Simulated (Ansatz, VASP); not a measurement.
# Two plane-wave programs on Si16C16O

```
Si C O
1.0
    -4.37971    4.37971   -4.37971
     4.37971    4.37971    4.37971
     4.37971   -4.37971   -4.37971
Si C O
16 16 1
Direct
  0.99951 0.99526 0.74837
  0.99965 0.24413 0.49430
  0.99965 0.49596 0.23744
  0.99962 0.74489 0.99912
  0.25134 0.99952 0.50191
  0.25009 0.24578 0.24954
  0.23792 0.49583 0.99903
  0.25082 0.74790 0.74758
  0.50253 0.99956 0.25085
  0.49490 0.24416 0.99910
  0.49685 0.49673 0.74777
  0.50429 0.74876 0.50374
  0.74897 0.99530 0.99894
  0.76152 0.25774 0.76093
  0.74837 0.49672 0.49634
  0.74808 0.74792 0.25031
  0.99941 0.00170 0.99884
  0.99961 0.23408 0.73151
  0.99962 0.50080 0.49582
  0.99971 0.76606 0.25800
  0.24801 0.99997 0.74801
  0.25068 0.25099 0.49844
  0.26711 0.50138 0.26659
  0.25856 0.76606 0.99927
  0.50309 0.00407 0.50256
  0.49903 0.25103 0.25015
  0.49628 0.50079 0.99906
  0.50002 0.75145 0.75053
  0.74858 0.00002 0.24744
  0.73218 0.23424 0.99920
  0.74079 0.50701 0.74027
  0.75110 0.75146 0.49951
  0.99987 0.48835 0.99934
```

Alike in both runs: functional PBE; k mesh 1 × 1 × 1; occupations fermi-dirac, width 0.01 eV; no spin polarisation.

Ansatz relaxed the structure, and its values are those at the end. VASP's run is a single point on that final structure, the one shown.

|  | VASP | Ansatz |
| --- | --- | --- |
| version | VASP 6.6.1 | Ansatz 0.2.0 |
| potentials or method | VASP PAW PBE potentials, release 64 (Si, C, O), cutoff 520 eV | plane-wave PAW DFT |
| valence electrons in the cell | 134 | 134 |

VASP gave:

| Quantity | Value |
| --- | --- |
| rms of the force components (eV/Å) | 0.011 |

Problem. Which values does Ansatz return?

Solution. rms of the force components (eV/Å): 0.007.

With one functional, cell and mesh, what is left measures potentials, basis and numerics.
